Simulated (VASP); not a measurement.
# AlNi: single point with PBEsol

AlNi:

```
Al Ni
1.0
     2.86217    0.00000    0.00000
     0.00000    2.86217    0.00000
     0.00000    0.00000    5.72433
Al Ni
2 2
Direct
  0.99858 0.98830 0.49714
  0.00427 0.03509 0.00859
  0.49858 0.48830 0.24714
  0.49858 0.48830 0.74714
```

This cell differs from its parent crystal: atom 2 moved 0.15 Å.

| Property | Result |
| --- | --- |
| Program | VASP 6.6.1 |
| Task | single point |
| Functional | PBEsol |
| Potentials or basis | VASP PAW PBE potentials, release 64 (Al, Ni) |
| Cutoff | 520 eV |
| k mesh | 12 × 12 × 6 |
| Occupations | gaussian, width 0.15 eV |
| Spin | no spin polarisation |

```yaml
Pressure: 1.1 GPa
Largest_force: 1.144 eV/Å
Band_gap_on_the_k_mesh: zero (band 13 reaches 12.35 eV, above the bottom of band 14 at 9.48 eV)
```

Forces in eV/Å, atoms in the order of the input:
```
Al   0.008  0.065  0.248
Al  -0.118 -0.910 -0.683
Ni   0.066  0.506  0.319
Ni   0.044  0.338  0.117
```

Stress tensor (GPa, compression positive):
```
1.29 0.18 0.08
0.18 0.69 0.63
0.08 0.63 1.23
```

Levels at points of the mesh, in eV from the Fermi level:
```
           k point  band 10  band 11  band 12  band 13  band 14  band 15  band 16  band 17
(0.00, 0.00, 0.00)    -1.62    -1.61    -1.47    -0.70     5.54     5.55     5.56     8.19
(0.50, 0.00, 0.00)    -2.16    -2.10    -1.52    -1.09    -0.70     1.46     2.55     8.30
(0.00, 0.50, 0.00)    -2.18    -2.12    -1.53    -1.08    -0.69     1.47     2.55     8.31
(0.50, 0.50, 0.00)    -1.13    -1.05    -0.99     1.46     1.91     1.92     1.95     2.54
(0.00, 0.00, 0.50)    -1.94    -1.66    -1.48     0.79     0.86     6.82     6.83     7.13
(0.50, 0.00, 0.50)    -2.14    -1.93    -1.79    -0.81    -0.68     4.75     4.85     4.90
(0.00, 0.50, 0.50)    -2.16    -1.94    -1.80    -0.80    -0.67     4.70     4.84     4.91
(0.50, 0.50, 0.50)    -1.00    -0.53    -0.51    -0.30    -0.28     1.52     1.67     2.75
```

It took 2.8 min on 1 thread of Intel(R) Xeon(R) 6975P-C (Granite Rapids), on a shared host, peak memory 0.46 GiB.

Caveat: the cell differs from its parent crystal (atom 2 moved 0.15 Å); the PAW data sets were made with another functional, which shifts forces and pressure a little. Spin polarisation is off, so any magnetic state and its effect on volume and gap are missing.
